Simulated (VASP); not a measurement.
A run of VASP 6.6.1 is set up as follows.

The input INCAR:

```
SYSTEM = MgCd2O3
PREC = Accurate ; ENCUT = 600
EDIFF = 1E-6 ; ISMEAR = 0
SIGMA = 0.1 ; LREAL = .False.
LASPH = .True. ; NELM = 100
ALGO = Normal ; ISIF = 3
LWAVE = .False. ; LCHARG = .False.
GGA = PE ; IBRION = 2
NSW = 100 ; EDIFFG = -0.01
```

File KPOINTS:

```
Automatic mesh
0
Gamma
  6 6 12
  0 0 0
```

Contents of POSCAR:

```
MgCd2O3
1.0
    5.8303057185      0.0000000000      0.0000000000
   -2.9151528593      5.0491928641      0.0000000000
    0.0000000000      0.0000000000      3.0934932474
Mg Cd O
1 2 3
Direct
    0.0000000000      0.0000000000      0.0000000000
    0.6666666667      0.3333333333      0.0000000000
    0.3333333333      0.6666666667      0.0000000000
    0.5000000000      0.0000000000      0.5000000000
    0.5000000000      0.5000000000      0.5000000000
    0.0000000000      0.5000000000      0.5000000000
```

Potentials or basis: VASP PAW PBE potentials, release 64 (Mg, Cd, O).

Launch:

```bash
$ cat potpaw_PBE.64/Mg/POTCAR potpaw_PBE.64/Cd/POTCAR potpaw_PBE.64/O/POTCAR > POTCAR
$ mpirun -np 1 vasp_std > vasp.out
```

Problem. What does it give for the relaxed cell?

Solution. a = 5.840 Å, b = 5.840 Å, c = 3.108 Å, α = 90.00°, β = 90.00°, γ = 120.00°.

Problem. Estimate the band gap on the k mesh.

Solution. Zero (band 22 reaches 1.76 eV, above the bottom of band 23 at 1.08 eV).

Problem. Predict the space group after relaxing (to 0.05 Å).

Solution. P6/mmm (No. 191).

Stress tensor (GPa, compression positive):
```
-0.10  0.00  0.00
 0.00 -0.10  0.00
 0.00  0.00  0.09
```
